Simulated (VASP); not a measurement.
# WSe2 in VASP: a series of runs

Aim: see how the results for WSe2 move with the level of theory and the settings. Levels: r2SCAN, PBE. Tasks: single point.

Everything below comes from runs of VASP 6.6.1. Logs are shortened: lines on timing, memory, paths and dates and some standing lists are left out, and cuts for length are marked.

### 1 The cell of the first run

The typed cell holds 6 atoms: a = 3.363 Å, b = 3.363 Å, c = 13.402 Å, α = 90.00°, β = 90.00°, γ = 120.00°.

### 2 Single point, r2SCAN (strain +1.9%)

Contents of POSCAR:

```
WSe2
1.0
    3.3630926442      0.0000000000      0.0000000000
   -1.6815463221      2.9125236652      0.0000000000
    0.0000000000      0.0000000000     13.4021714208
W Se
2 4
Direct
    0.6666666667      0.3333333333      0.2500252499
    0.3333333333      0.6666666667      0.7499747501
    0.3333333333      0.6666666667      0.3728355170
    0.6666666667      0.3333333333      0.8727850207
    0.3333333333      0.6666666667      0.1272149793
    0.6666666667      0.3333333333      0.6271644830
```

Contents of INCAR.step1:

```
PREC = Accurate ; ENCUT = 520
ISMEAR = 0 ; SIGMA = 0.01
LREAL = F ; LASPH = T
NELM = 60 ; NBANDS = 35
GGA = PE ; ALGO = Normal
EDIFF = 1E-4 ; LWAVE = T
LCHARG = F
```

Contents of INCAR.step2:

```
PREC = Accurate ; ENCUT = 520
EDIFF = 1E-6 ; ISMEAR = 0
SIGMA = 0.01 ; LREAL = F
LASPH = T ; NELM = 60
ALGO = Normal ; ISIF = 2
LWAVE = F ; LCHARG = F
METAGGA = R2SCAN ; LMIXTAU = T
NBANDS = 35 ; ISTART = 1
```

Contents of KPOINTS:

```
Automatic mesh
0
Gamma
  12 12 2
```

Potentials or basis: VASP PAW PBE potentials, release 64 (W_sv, Se).

Started as:

```console
cat potpaw_PBE.64/W_sv/POTCAR potpaw_PBE.64/Se/POTCAR > POTCAR
cp INCAR.step1 INCAR
mpirun -np 1 vasp_std > vasp.out
cp INCAR.step2 INCAR
mpirun -np 1 vasp_std > vasp.out
```

OUTCAR:

```text
PREC = Accurate
   ENCUT = 520
   EDIFF = 1E-6
   ISMEAR = 0
   LREAL = F
   LASPH = T
   NELM = 60
   ISIF = 2
   METAGGA = R2SCAN
   ISTART = 1

 ion  position               nearest neighbor table
   1  0.667  0.333  0.250-   3 2.55   3 2.55   3 2.55   5 2.55   5 2.55   5 2.55
   2  0.333  0.667  0.750-   6 2.55   6 2.55   6 2.55   4 2.55   4 2.55   4 2.55
   3  0.333  0.667  0.373-   1 2.55   1 2.55   1 2.55
   4  0.667  0.333  0.873-   2 2.55   2 2.55   2 2.55
   5  0.333  0.667  0.127-   1 2.55   1 2.55   1 2.55
   6  0.667  0.333  0.627-   2 2.55   2 2.55   2 2.55

  LATTYP: Found a hexagonal cell.
 ALAT       =     3.3630926442
 C/A-ratio  =     3.9850735138

  Lattice vectors:

 A1 = (   3.3630926442,   0.0000000000,   0.0000000000)
 A2 = (  -1.6815463221,   2.9125236652,   0.0000000000)
 A3 = (   0.0000000000,   0.0000000000,  13.4021714208)

Analysis of symmetry for initial positions (statically):
=====================================================================
 Subroutine PRICEL returns:
 Original cell was already a primitive cell.

 Routine SETGRP: Setting up the symmetry group for a
 hexagonal supercell.

 Subroutine GETGRP returns: Found 12 space group operations
 (whereof 12 operations were pure point group operations)
 out of a pool of 24 trial point group operations.

The static configuration has the point symmetry D_3d.

Analysis of symmetry for dynamics (positions and initial velocities):
=====================================================================
 Subroutine PRICEL returns:
 Original cell was already a primitive cell.

 Routine SETGRP: Setting up the symmetry group for a
 hexagonal supercell.

 Subroutine GETGRP returns: Found 12 space group operations
 (whereof 12 operations were pure point group operations)
 out of a pool of 24 trial point group operations.

The dynamic configuration has the point symmetry D_3d.

 Subroutine INISYM returns: Found 12 space group operations
 (whereof 12 operations are pure point group operations),
 and found     1 'primitive' translations

----------------------------------------------------------------------------------------

                                     Primitive cell

  volume of cell :     131.2754

  direct lattice vectors                    reciprocal lattice vectors
     3.363092644  0.000000000  0.000000000     0.297345362  0.171672425  0.000000000
    -1.681546322  2.912523665  0.000000000     0.000000000  0.343344850  0.000000000
     0.000000000  0.000000000 13.402171421     0.000000000  0.000000000  0.074614775

  length of vectors
     3.363092644  3.363092644 13.402171421     0.343344850  0.343344850  0.074614775

  position of ions in fractional coordinates (direct lattice)
     0.666666667  0.333333333  0.250025250
     0.333333333  0.666666667  0.749974750
     0.333333333  0.666666667  0.372835517
     0.666666667  0.333333333  0.872785021
     0.333333333  0.666666667  0.127214979
     0.666666667  0.333333333  0.627164483

  ion indices of the primitive-cell ions
   primitive index   ion index
                 1           1
                 2           2
                 3           3
                 4           4
                 5           5
                 6           6

----------------------------------------------------------------------------------------

 KPOINTS: Automatic mesh

Automatic generation of k-mesh.
 Grid dimensions read from file:
 generate k-points for:   12   12    2

 Generating k-lattice:

  Cartesian coordinates                     Fractional coordinates (reciprocal lattice)
     0.024778780  0.014306035  0.000000000     0.083333333  0.000000000  0.000000000
     0.000000000  0.028612071  0.000000000     0.000000000  0.083333333  0.000000000
     0.000000000  0.000000000  0.037307387     0.000000000  0.000000000  0.500000000

  Length of vectors
     0.028612071  0.028612071  0.037307387

  Shift w.r.t. Gamma in fractional coordinates (k-lattice)
     0.000000000  0.000000000  0.000000000

 Subroutine IBZKPT returns following result:
 ===========================================

 Found     38 irreducible k-points:

 Following reciprocal coordinates:
            Coordinates               Weight
  0.000000  0.000000  0.000000      1.000000
  0.083333 -0.000000  0.000000      6.000000
  0.166667  0.000000  0.000000      6.000000
  0.250000  0.000000  0.000000      6.000000
  0.333333  0.000000  0.000000      6.000000
  0.416667  0.000000  0.000000      6.000000
[... 16 lines left out ...]
  0.250000  0.000000  0.500000      6.000000
  0.333333  0.000000  0.500000      6.000000
 [... further k-points ...]
   k-points           NKPTS =     38   k-points in BZ     NKDIM =     38   number of bands    NBANDS=     35
   number of dos      NEDOS =    301   number of ions     NIONS =      6
   total plane-waves  NPLWV =  78400
   dimension x,y,z NGX =    28 NGY =   28 NGZ =  100
   dimension x,y,z NGXF=    56 NGYF=   56 NGZF=  200
   ions per type =               2   4
   NGX,Y,Z   is equivalent  to a cutoff of  13.84, 13.84, 12.40 a.u.
   NGXF,Y,Z  is equivalent  to a cutoff of  27.68, 27.68, 24.81 a.u.
 SYSTEM =  unknown system
   PREC   = accura    normal or accurate (medium, high low for compatibility)
   ISTART =      1    job   : 0-new  1-cont  2-samecut
   ICHARG =      0    charge: 1-file 2-atom 10-const
   ISPIN  =      1    spin polarized calculation?
   LNONCOLLINEAR =      F non collinear calculations
   LSORBIT =      F    spin-orbit coupling
   LASPH  =      T    aspherical Exc in radial PAW
   ENCUT  =  520.0 eV  38.22 Ry    6.18 a.u.   6.25  6.25 24.92*2*pi/ulx,y,z
   NELM   =     60;   NELMIN=  2; NELMDL=  0     # of ELM steps
   EDIFF  = 0.1E-05   stopping-criterion for ELM
   LREAL  =      F    real-space projection
   EDIFFG = 0.1E-04   stopping-criterion for IOM
   NSW    =      0    number of steps for IOM
   IBRION =     -1    ionic relax: 0-MD 1-quasi-New 2-CG
   NFREE  =      0    steps in history (QN), initial steepest desc. (CG)
   ISIF   =      2    stress and relaxation
   ISYM   =      2    0-nonsym 1-usesym 2-fastsym
   POTIM  = 0.5000    time-step for ionic-motion
   TEBEG  =    0.0;   TEEND  =   0.0 temperature during run
   PSTRESS=    0.0 pullay stress
   NELECT =      52.0000    total number of electrons
   NUPDOWN=      -1.0000    fix difference up-down
   EMIN   =  10.00;   EMAX   =-10.00  energy-range for DOS
   EFERMI =   0.00;   METHOD = LEGACY
   ISMEAR =     0;   SIGMA  =   0.01  broadening in eV -4-tet -1-fermi 0-gaus
   EFERMI_NEDOS =   21; number of points for ismear=-14 and -15
   IALGO  =     38    algorithm
   IMIX   =      4    mixing-type and parameters
     AMIX     =   0.40;   BMIX     =  1.00
     AMIX_MAG =   1.60;   BMIX_MAG =  1.00
  volume/ion in A,a.u.               =      21.88       147.65
  Fermi-wavevector in a.u.,A,eV,Ry     =   1.202305  2.272028 19.667742  1.445538
  Thomas-Fermi vector in A             =   2.338090
   LORBIT       =      0    0 simple, 1 ext, 2 COOP (PROOUT), +10 PAW based schemes
   METAGGA = R2SCAN    functional components
   LHFCALC =     F    Hartree Fock is set to
   AEXX    =    0.0000 exact exchange contribution
   IVDW    =     0    specifies the selected vdW correction
   LEPSILON=     F    determine dielectric tensor
   LRPA    =     F    only Hartree local field effects (RPA)
 non-spin polarized calculation
 Gauss-broadening in eV      SIGMA  =   0.01
  energy-cutoff  :      520.00
  volume of cell :      131.28
 maximum number of plane-waves:      3566
 NGX is ok and might be reduce to    28
   NGX = 13   NGY = 13   NGZ = 49

 number of electron      52.0000001 magnetization

 Free energy of the ion-electron system (eV)
  ---------------------------------------------------
  ext. energy  EPLUGINS =         0.00000000
  ---------------------------------------------------
  free energy    TOTEN  =      -163.55751038 eV

  energy without entropy =     -163.55751038  energy(sigma->0) =     -163.55751038

 E-fermi :   5.4505     XC(G=0): -10.9093

 val. band max:        5.3182835558   @ k =   0.0000   0.0000   0.0000
 cond. band min:       6.3857875964   @ k =   0.3333   0.3333   0.0000
 fundamental gap:      1.0675040406
 Fermi energy:         5.4505309930

 k-point     1 :       0.0000    0.0000    0.0000
  band No.  band energies     occupation
      1     -71.1264      2.00000
      2     -71.1263      2.00000
      3     -34.6710      2.00000
      4     -34.6710      2.00000
      5     -34.6138      2.00000
      6     -34.6138      2.00000
[... 27 lines left out ...]
     34       8.1617      0.00000
     35       9.8606      0.00000

 k-point     2 :       0.0833   -0.0000    0.0000
  band No.  band energies     occupation
      1     -71.1258      2.00000
      2     -71.1258      2.00000
      3     -34.6684      2.00000
      4     -34.6684      2.00000
      5     -34.6273      2.00000
      6     -34.6273      2.00000
[... 27 lines left out ...]
     34       8.0977      0.00000
     35      10.4370      0.00000

 k-point     3 :       0.1667    0.0000    0.0000
  band No.  band energies     occupation
      1     -71.1242      2.00000
      2     -71.1242      2.00000
      3     -34.6638      2.00000
      4     -34.6638      2.00000
      5     -34.6613      2.00000
      6     -34.6613      2.00000
[... 27 lines left out ...]
     34       8.5508      0.00000
     35      11.4029      0.00000
[... 723 lines left out ...]
 k-point    23 :       0.2500    0.0000    0.5000
  band No.  band energies     occupation
      1     -71.1220      2.00000
      2     -71.1220      2.00000
      3     -34.7133      2.00000
      4     -34.7133      2.00000
      5     -34.6516      2.00000
      6     -34.6516      2.00000
[... 27 lines left out ...]
     34       8.9343      0.00000
     35      12.0028      0.00000

 k-point    24 :       0.3333    0.0000    0.5000
  band No.  band energies     occupation
      1     -71.1199      2.00000
      2     -71.1199      2.00000
      3     -34.7624      2.00000
      4     -34.7624      2.00000
      5     -34.6490      2.00000
      6     -34.6490      2.00000
[... 27 lines left out ...]
     34       9.2519      0.00000
     35      11.2334      0.00000

 [... further k-points ...]
[... 5 lines left out ...]
  --------------------------------------------------------------------------------------
  -------------------------------------------------------------------------------------
  Total       -2.3736623     -2.3736623      0.3583332      0.0000000      0.0000000     -0.0000000
  in kB      -28.9698371    -28.9698371      4.3733496      0.0000000      0.0000000     -0.0000000
  external PRESSURE =     -17.8554415 kB  Pullay stress =       0.0000000 kB

 VOLUME and BASIS-vectors are now :
 -----------------------------------------------------------------------------
  energy-cutoff  :      520.00
  volume of cell :      131.28
      direct lattice vectors                 reciprocal lattice vectors
     3.363092644  0.000000000  0.000000000     0.297345362  0.171672425  0.000000000
    -1.681546322  2.912523665  0.000000000     0.000000000  0.343344850  0.000000000
     0.000000000  0.000000000 13.402171421     0.000000000  0.000000000  0.074614775

 POSITION                                       TOTAL-FORCE (eV/Angst)
 -----------------------------------------------------------------------------------
      1.68155      0.97084      3.35088        -0.000000      0.000000     -0.000083
     -0.00000      1.94168     10.05129         0.000000      0.000000      0.000083
     -0.00000      1.94168      4.99681        -0.000000     -0.000000      0.005832
      1.68155      0.97084     11.69721        -0.000000     -0.000000      0.006107
     -0.00000      1.94168      1.70496        -0.000000      0.000000     -0.006107
      1.68155      0.97084      8.40537         0.000000      0.000000     -0.005832
 -----------------------------------------------------------------------------------
    total drift:                                0.000000     -0.000000      0.000000

  FREE ENERGIE OF THE ION-ELECTRON SYSTEM (eV)
  ---------------------------------------------------
  free  energy   TOTEN  =      -163.5575103840 eV

  energy  without entropy=     -163.5575103840  energy(sigma->0) =     -163.55751038
```

It took 8.9 min on 1 thread of Intel Xeon Platinum 8488C (Sapphire Rapids), shared host; peak memory 0.37 GiB.

Results:

```
Free energy            : -163.5575 eV
Pressure               : -1.8 GPa
Largest force          : 0.006 eV/Å
Band gap on the k mesh : 1.07 eV, indirect (least direct gap 1.41 eV)
```

Forces on the atoms (eV/Å):
```
W    0.000  0.000  0.000
W    0.000  0.000  0.000
Se   0.000  0.000  0.006
Se   0.000  0.000  0.006
Se   0.000  0.000 -0.006
Se   0.000  0.000 -0.006
```

Caveat: the cell differs from its parent crystal (strain +1.9%); the PAW data sets were made with another functional, which shifts forces and pressure a little; spin-orbit coupling is left out, which moves the levels of the heavy elements. A k mesh can miss the band edges.

### 3 Single point, PBE (uniaxial x strain +4.6%)

Contents of INCAR:

```
SYSTEM = WSe2
PREC = Accurate
ENCUT = 520
EDIFF = 1E-6
ISMEAR = -1
SIGMA = 0.02
LREAL = .FALSE.
LASPH = .TRUE.
NELM = 80
ALGO = Normal
ISIF = 2
LWAVE = .FALSE.
LCHARG = .TRUE.
GGA = PE
LELF = .TRUE.
LVHAR = .TRUE.
NBANDS = 35
```

Contents of KPOINTS:

```
regular mesh
0
G
  12 12 2
  0 0 0
```

Contents of POSCAR:

```
WSe2
1.0
    3.4505356927      0.0000000000      0.0000000000
   -1.7252678463      2.8576566573      0.0000000000
    0.0000000000      0.0000000000     13.1496972339
W Se
2 4
Direct
    0.6648085522      0.3296171043      0.2499284415
    0.3351914478      0.6703828957      0.7500715585
    0.3285946938      0.6571893876      0.3746470901
    0.6714052559      0.3428105118      0.8747903082
    0.3285947441      0.6571894882      0.1252096918
    0.6714053062      0.3428106124      0.6253529099
```

Potentials or basis: VASP PAW PBE potentials, release 64 (W_sv, Se).

Started as:

```console
cat potpaw_PBE.64/W_sv/POTCAR potpaw_PBE.64/Se/POTCAR > POTCAR
mpirun -np 1 vasp_std > vasp.out
```

It took 4.7 min on 1 thread of Intel Xeon Platinum 8488C (Sapphire Rapids), shared host; peak memory 0.46 GiB.

The run converged. Its results:

```
Free energy            : -43.1005 eV
Pressure               : 0.2 GPa
Largest force          : 0.291 eV/Å
Band gap on the k mesh : 0.87 eV, indirect (least direct gap 1.24 eV)
```

Forces in eV/Å, atoms in the order of the input:
```
W    0.000  0.046  0.000
W    0.000 -0.046  0.000
Se   0.000 -0.023  0.291
Se   0.000  0.023  0.290
Se   0.000 -0.023 -0.290
Se   0.000  0.023 -0.291
```

Stress tensor (GPa, compression positive):
```
-4.42  0.00  0.00
 0.00  1.02  0.00
 0.00  0.00  3.92
```

Levels at points of the mesh, in eV from the valence-band top:
| k point | band 23 | band 24 | band 25 | band 26 | band 27 | band 28 | band 29 | band 30 |
| --- | --- | --- | --- | --- | --- | --- | --- | --- |
| (0.00, 0.00, 0.00) | -1.70 | -1.07 | -0.86 | 0.00 | 2.23 | 2.27 | 2.31 | 2.46 |
| (0.50, 0.00, 0.00) | -1.51 | -1.51 | -1.34 | -1.34 | 1.60 | 1.63 | 2.12 | 2.23 |
| (0.00, 0.50, 0.00) | -1.96 | -1.77 | -1.31 | -1.18 | 1.75 | 1.78 | 2.07 | 2.29 |
| (0.00, 0.00, 0.50) | -1.70 | -1.70 | -0.18 | -0.18 | 2.23 | 2.23 | 2.41 | 2.41 |
| (0.50, 0.00, 0.50) | -1.43 | -1.43 | -1.39 | -1.39 | 1.61 | 1.61 | 2.19 | 2.19 |
| (0.00, 0.50, 0.50) | -1.87 | -1.87 | -1.23 | -1.23 | 1.77 | 1.77 | 2.20 | 2.20 |

Caveat: the cell differs from its parent crystal (uniaxial x strain +4.6%); spin-orbit coupling is left out, which moves the levels of the heavy elements; this functional lacks dispersion, which binds the layers, so the pressure and a relaxed spacing across them are unreliable. A k mesh can miss the band edges.
